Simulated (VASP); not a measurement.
# Mo in VASP: notebook, part 2 of 2

VASP 6.6.1. The steps go on from the part before.

### Step 5. Single point, r2SCAN (equal strain along all axes, cell held: +4.0 %)

Contents of POSCAR:

```
Mo
1.0
    3.2764475038      0.0000000000      0.0000000000
    0.0000000000      3.2764475038      0.0000000000
    0.0000000000      0.0000000000      3.2764475038
Mo
2
Direct
    0.0000000000      0.0000000000      0.0000000000
    0.5000000000      0.5000000000      0.5000000000
```

Contents of INCAR.step1:

```
SYSTEM = Mo
  PREC = Accurate
  ENCUT = 520
  ISMEAR = 0
  SIGMA = 0.1
  LREAL = .False.
  LASPH = .True.
  NELM = 80
  NBANDS = 21
  GGA = PE
  ALGO = Normal
  EDIFF = 1E-4
  LWAVE = .True.
  LCHARG = .False.
```

Contents of INCAR.step2:

```
SYSTEM = Mo
  PREC = Accurate
  ENCUT = 520
  EDIFF = 1E-6
  ISMEAR = 0
  SIGMA = 0.1
  LREAL = .False.
  LASPH = .True.
  NELM = 80
  ALGO = Normal
  ISIF = 2
  LWAVE = .False.
  LCHARG = .True.
  METAGGA = R2SCAN
  LMIXTAU = .True.
  LELF = .True.
  LVHAR = .True.
  NBANDS = 21
  ISTART = 1
```

Contents of KPOINTS:

```
regular mesh
0
Gamma
  16 16 16
  0 0 0
```

Potentials or basis: VASP PAW PBE potentials, release 64 (Mo_sv).

Launch:

```
$ cat potpaw_PBE.64/Mo_sv/POTCAR > POTCAR
$ cp INCAR.step1 INCAR
$ mpirun -np 1 vasp_std > vasp.out
$ cp INCAR.step2 INCAR
$ mpirun -np 1 vasp_std > vasp.out
```

OUTCAR:

```text
SYSTEM = Mo
   PREC = Accurate
   ENCUT = 520
   EDIFF = 1E-6
   ISMEAR = 0
   LREAL = .False.
   LASPH = .True.
   NELM = 80
   ISIF = 2
   METAGGA = R2SCAN
   ISTART = 1

 ion  position               nearest neighbor table
   1  0.000  0.000  0.000-   2 2.84   2 2.84   2 2.84   2 2.84   2 2.84   2 2.84   2 2.84   2 2.84

   2  0.500  0.500  0.500-   1 2.84   1 2.84   1 2.84   1 2.84   1 2.84   1 2.84   1 2.84   1 2.84

  LATTYP: Found a simple cubic cell.
 ALAT       =     3.2764475038

  Lattice vectors:

 A1 = (   3.2764475038,   0.0000000000,   0.0000000000)
 A2 = (   0.0000000000,   3.2764475038,   0.0000000000)
 A3 = (   0.0000000000,   0.0000000000,   3.2764475038)

Analysis of symmetry for initial positions (statically):
=====================================================================
 Subroutine PRICEL returns following result:

  LATTYP: Found a body centered cubic cell.
 ALAT       =     3.2764475038

  Lattice vectors:

 A1 = (   1.6382237519,   1.6382237519,  -1.6382237519)
 A2 = (  -1.6382237519,   1.6382237519,   1.6382237519)
 A3 = (   1.6382237519,  -1.6382237519,   1.6382237519)

   2 primitive cells build up your supercell.

 Routine SETGRP: Setting up the symmetry group for a
 simple cubic supercell.

 Subroutine GETGRP returns: Found 48 space group operations
 (whereof 48 operations were pure point group operations)
 out of a pool of 48 trial point group operations.

The static configuration has the point symmetry O_h .

Analysis of symmetry for dynamics (positions and initial velocities):
=====================================================================
 Subroutine PRICEL returns following result:

  LATTYP: Found a body centered cubic cell.
 ALAT       =     3.2764475038

  Lattice vectors:

 A1 = (   1.6382237519,   1.6382237519,  -1.6382237519)
[... 116 lines left out ...]
   ISIF   =      2    stress and relaxation
   ISYM   =      2    0-nonsym 1-usesym 2-fastsym
   POTIM  = 0.5000    time-step for ionic-motion
   TEBEG  =    0.0;   TEEND  =   0.0 temperature during run
   PSTRESS=    0.0 pullay stress
   NELECT =      28.0000    total number of electrons
   NUPDOWN=      -1.0000    fix difference up-down
   EMIN   =  10.00;   EMAX   =-10.00  energy-range for DOS
   EFERMI =   0.00;   METHOD = LEGACY
   ISMEAR =     0;   SIGMA  =   0.10  broadening in eV -4-tet -1-fermi 0-gaus
   EFERMI_NEDOS =   21; number of points for ismear=-14 and -15
   IALGO  =     38    algorithm
   IMIX   =      4    mixing-type and parameters
     AMIX     =   0.40;   BMIX     =  1.00
     AMIX_MAG =   1.60;   BMIX_MAG =  1.00
  volume/ion in A,a.u.               =      17.59       118.68
  Fermi-wavevector in a.u.,A,eV,Ry     =   1.517252  2.867190 31.321328  2.302053
  Thomas-Fermi vector in A             =   2.626532
   LORBIT       =      0    0 simple, 1 ext, 2 COOP (PROOUT), +10 PAW based schemes
   METAGGA = R2SCAN    functional components
   LHFCALC =     F    Hartree Fock is set to
   AEXX    =    0.0000 exact exchange contribution
   IVDW    =     0    specifies the selected vdW correction
   LEPSILON=     F    determine dielectric tensor
   LRPA    =     F    only Hartree local field effects (RPA)
 non-spin polarized calculation
 Gauss-broadening in eV      SIGMA  =   0.10
  energy-cutoff  :      520.00
  volume of cell :       35.17
 maximum number of plane-waves:       968
   NGX = 13   NGY = 13   NGZ = 13

 number of electron      27.9999996 magnetization

 Free energy of the ion-electron system (eV)
  ---------------------------------------------------
  ext. energy  EPLUGINS =         0.00000000
  ---------------------------------------------------
  free energy    TOTEN  =       -51.84300690 eV

  energy without entropy =      -51.83551762  energy(sigma->0) =      -51.83926226

 E-fermi :  10.7313     XC(G=0): -13.9034

 val. band max:       10.7271029194   @ k =   0.5000   0.3750   0.0000
 cond. band min:      10.7394078239   @ k =   0.3750   0.1250   0.0000
 fundamental gap:      0.0123049045
 Fermi energy:        10.7312703268

 k-point     1 :       0.0000    0.0000    0.0000
  band No.  band energies     occupation
      1     -52.5095      2.00000
      2     -52.1983      2.00000
      3     -25.9439      2.00000
      4     -25.9439      2.00000
      5     -25.9439      2.00000
      6     -25.2206      2.00000
[... 565 lines left out ...]
     20      13.9110      0.00000
     21      24.8121      0.00000

 [... further k-points ...]
[... 5 lines left out ...]
  --------------------------------------------------------------------------------------
  -------------------------------------------------------------------------------------
  Total       -5.3244073     -5.3244073     -5.3244073      0.0000000      0.0000000     -0.0000000
  in kB     -242.5337641   -242.5337641   -242.5337641      0.0000000      0.0000000     -0.0000000
  external PRESSURE =    -242.5337641 kB  Pullay stress =       0.0000000 kB

 VOLUME and BASIS-vectors are now :
 -----------------------------------------------------------------------------
  energy-cutoff  :      520.00
  volume of cell :       35.17
      direct lattice vectors                 reciprocal lattice vectors
     3.276447504  0.000000000  0.000000000     0.305208614  0.000000000  0.000000000
     0.000000000  3.276447504  0.000000000     0.000000000  0.305208614  0.000000000
     0.000000000  0.000000000  3.276447504     0.000000000  0.000000000  0.305208614

 POSITION                                       TOTAL-FORCE (eV/Angst)
 -----------------------------------------------------------------------------------
      0.00000      0.00000      0.00000         0.000000      0.000000      0.000000
      1.63822      1.63822      1.63822        -0.000000     -0.000000     -0.000000
 -----------------------------------------------------------------------------------
    total drift:                                0.000000      0.000000     -0.000000

  FREE ENERGIE OF THE ION-ELECTRON SYSTEM (eV)
  ---------------------------------------------------
  free  energy   TOTEN  =       -51.8430069034 eV

  energy  without entropy=      -51.8355176203  energy(sigma->0) =      -51.83926226
```

OSZICAR.step1:

```text
N       E                     dE             d eps       ncg     rms          rms(c)
DAV:   1     0.268469481802E+03    0.26847E+03   -0.16851E+04  6954   0.137E+03
DAV:   2    -0.173473941291E+02   -0.28582E+03   -0.27754E+03  7866   0.424E+02
DAV:   3    -0.231096103056E+02   -0.57622E+01   -0.56627E+01  7723   0.599E+01
DAV:   4    -0.231418409772E+02   -0.32231E-01   -0.32214E-01  7660   0.464E+00
DAV:   5    -0.231420455374E+02   -0.20456E-03   -0.20456E-03  8047   0.378E-01    0.160E+01
DAV:   6    -0.217677773494E+02    0.13743E+01   -0.27692E+00  7378   0.140E+01    0.358E+00
DAV:   7    -0.216162402871E+02    0.15154E+00   -0.42993E-01  7969   0.498E+00    0.161E+00
DAV:   8    -0.216084556328E+02    0.77847E-02   -0.94117E-03  7098   0.991E-01    0.343E-01
DAV:   9    -0.216085682637E+02   -0.11263E-03   -0.62655E-04  8128   0.240E-01    0.874E-02
DAV:  10    -0.216085948726E+02   -0.26609E-04   -0.28319E-05  3675   0.476E-02
   1 F= -.21608595E+02 E0= -.21604632E+02  d E =-.792639E-02
```

It took 3.4 min on 1 thread of AMD EPYC 7R13 (Zen 3), shared host; peak memory 0.18 GiB.

Results:

```
Free energy            : -51.8430 eV
Pressure               : -24.3 GPa
Band gap on the k mesh : zero (bands 14 and 15 overlap by 1.76 eV)
```

Caveat: the cell differs from its parent crystal (equal strain along all axes, cell held: +4.0 %); the cell stands under tension; the PAW data sets were made with another functional, which shifts forces and pressure a little.

### Step 6. Single point, r2SCAN (uniaxial strain along c: +2.0 %)

Contents of POSCAR:

```
Mo
1.0
    3.1346781407      0.0000000000      0.0000000000
    0.0000000000      3.1346781407      0.0000000000
    0.0000000000      0.0000000000      3.2134388980
Mo
2
Direct
    0.0000000000      0.0000000000      0.0000000000
    0.5000000000      0.5000000000      0.5000000000
```

Contents of INCAR.step1:

```
SYSTEM = Mo
ALGO = Normal
EDIFF = 1E-4
ENCUT = 520
GGA = PE
ISMEAR = 0
LASPH = .True.
LCHARG = .False.
LREAL = .False.
LWAVE = .True.
NBANDS = 21
NELM = 80
PREC = Accurate
SIGMA = 0.1
```

Contents of INCAR.step2:

```
SYSTEM = Mo
ALGO = Normal
EDIFF = 1E-7
ENCUT = 520
ISIF = 2
ISMEAR = 0
ISTART = 1
LASPH = .True.
LCHARG = .False.
LMIXTAU = .True.
LREAL = .False.
LWAVE = .False.
METAGGA = R2SCAN
NBANDS = 21
NELM = 80
PREC = Accurate
SIGMA = 0.1
```

Contents of KPOINTS:

```
k-points
0
Gamma
  16 16 16
  0 0 0
```

Potentials or basis: VASP PAW PBE potentials, release 64 (Mo_sv).

Launch:

```
$ cat potpaw_PBE.64/Mo_sv/POTCAR > POTCAR
$ cp INCAR.step1 INCAR
$ mpirun -np 1 vasp_std > vasp.out
$ cp INCAR.step2 INCAR
$ mpirun -np 1 vasp_std > vasp.out
```

It took 5.7 min on 1 thread of Intel Xeon Platinum 8488C (Sapphire Rapids), shared host; peak memory 0.31 GiB.

Results (log left out):

```yaml
Free_energy: -52.1443 eV
Pressure: -1.4 GPa
Band_gap_on_the_k_mesh: zero (bands 14 and 15 overlap by 2.33 eV)
```

Stress tensor (GPa, compression positive):
```
 1.28  0.00  0.00
 0.00  1.28  0.00
 0.00  0.00 -6.71
```

Levels at points of the mesh, in eV from the Fermi level:
```
           k point  band 10  band 11  band 12  band 13  band 14  band 15  band 16  band 17  band 18  band 19
(0.00, 0.00, 0.00)    -5.62    -5.56    -1.52    -1.52    -1.22     1.68     2.06     4.01     4.09     4.09
(0.50, 0.00, 0.00)    -3.92    -2.64    -2.64    -0.85    -0.85    -0.63    -0.63     0.84     0.84     3.82
(0.50, 0.50, 0.00)    -5.58    -3.76    -3.76     1.66     1.66     2.10     2.10     2.66     2.66     4.87
(0.00, 0.00, 0.50)    -4.07    -2.75    -2.75    -0.57    -0.57    -0.57    -0.57     0.98     0.98     3.32
(0.50, 0.00, 0.50)    -5.54    -3.44    -3.44     1.45     1.45     1.68     1.68     2.53     2.53     4.81
(0.50, 0.50, 0.50)    -2.90    -2.75    -2.75    -2.75    -2.75     2.57     2.57     2.77     2.77    10.17
```

Caveat: the cell differs from its parent crystal (uniaxial strain along c: +2.0 %); the PAW data sets were made with another functional, which shifts forces and pressure a little.

### Step 7. Single point, r2SCAN (uniaxial strain along c: +4.0 %)

Contents of POSCAR:

```
Mo
1.0
    3.1189259893      0.0000000000      0.0000000000
    0.0000000000      3.1189259893      0.0000000000
    0.0000000000      0.0000000000      3.2764475039
Mo
2
Direct
    0.0000000000      0.0000000000      0.0000000000
    0.5000000000      0.5000000000      0.5000000000
```

Contents of INCAR.step1:

```
SYSTEM = Mo
PREC = Accurate ; ENCUT = 520
ISMEAR = 0 ; SIGMA = 0.1
LREAL = .FALSE. ; LASPH = .TRUE.
NELM = 60 ; NBANDS = 21
GGA = PE ; ALGO = Normal
EDIFF = 1E-4 ; LWAVE = .TRUE.
LCHARG = .FALSE.
```

Contents of INCAR.step2:

```
SYSTEM = Mo
PREC = Accurate ; ENCUT = 520
EDIFF = 1E-7 ; ISMEAR = 0
SIGMA = 0.1 ; LREAL = .FALSE.
LASPH = .TRUE. ; NELM = 60
ALGO = Normal ; ISIF = 2
LWAVE = .FALSE. ; LCHARG = .FALSE.
METAGGA = R2SCAN ; LMIXTAU = .TRUE.
NBANDS = 21 ; ISTART = 1
```

Contents of KPOINTS:

```
regular mesh
0
G
  16 16 16
  0 0 0
```

Launch:

```
$ cat potpaw_PBE.64/Mo_sv/POTCAR > POTCAR
$ cp INCAR.step1 INCAR
$ mpirun -np 1 vasp_std > vasp.out
$ cp INCAR.step2 INCAR
$ mpirun -np 1 vasp_std > vasp.out
```

Wall time 6 min (1 thread of Intel Xeon Platinum 8488C (Sapphire Rapids), shared host); peak memory 0.31 GiB.

It converged, with:

```yaml
Free_energy: -52.1024 eV
Pressure: -3.5 GPa
Band_gap_on_the_k_mesh: zero (bands 14 and 15 overlap by 2.58 eV)
```

Stress tensor (GPa, compression positive):
```
  1.49   0.00   0.00
  0.00   1.49   0.00
  0.00   0.00 -13.52
```

Levels at points of the mesh, in eV from the Fermi level:
| k point | band 11 | band 12 | band 13 | band 14 | band 15 | band 16 | band 17 | band 18 |
| --- | --- | --- | --- | --- | --- | --- | --- | --- |
| (0.00, 0.00, 0.00) | -5.45 | -1.58 | -1.58 | -1.01 | 1.46 | 2.19 | 3.91 | 4.06 |
| (0.50, 0.00, 0.00) | -2.57 | -2.57 | -1.00 | -1.00 | -0.57 | -0.57 | 0.80 | 0.80 |
| (0.50, 0.50, 0.00) | -3.91 | -3.91 | 1.76 | 1.76 | 2.30 | 2.30 | 2.74 | 2.74 |
| (0.00, 0.00, 0.50) | -2.76 | -2.76 | -0.45 | -0.45 | -0.45 | -0.45 | 1.07 | 1.07 |
| (0.50, 0.00, 0.50) | -3.29 | -3.29 | 1.35 | 1.35 | 1.43 | 1.43 | 2.54 | 2.54 |
| (0.50, 0.50, 0.50) | -2.69 | -2.69 | -2.69 | -2.69 | 2.43 | 2.43 | 2.83 | 2.83 |

Caveat: the cell differs from its parent crystal (uniaxial strain along c: +4.0 %); the cell stands under tension; the PAW data sets were made with another functional, which shifts forces and pressure a little.

### Step 8. Summary

```tsv
cell	gap on the mesh (eV)	pressure (GPa)
a = 3.087 Å, 2 atoms	none	20.2
a = 3.150 Å, 2 atoms	none	1.1
a = 3.213 Å, 2 atoms	none	-13.4
a = 3.276 Å, 2 atoms	none	-24.3
a = 3.135, b = 3.135, c = 3.213 Å, 2 atoms	none	-1.4
a = 3.119, b = 3.119, c = 3.276 Å, 2 atoms	none	-3.5
```

Alike in all rows: task single point; level r2SCAN; potentials or basis VASP PAW PBE potentials, release 64 (Mo_sv); no spin polarisation; k mesh 16 × 16 × 16; cutoff (eV) 520; smearing gaussian 0.1 eV.

Caveats: the PAW data sets were made with another functional, which shifts forces and pressure a little; the cell stands under tension (at least some runs); the cell stands under pressure (at least some runs).

Absolute energies hang on the potentials; compare differences alone.
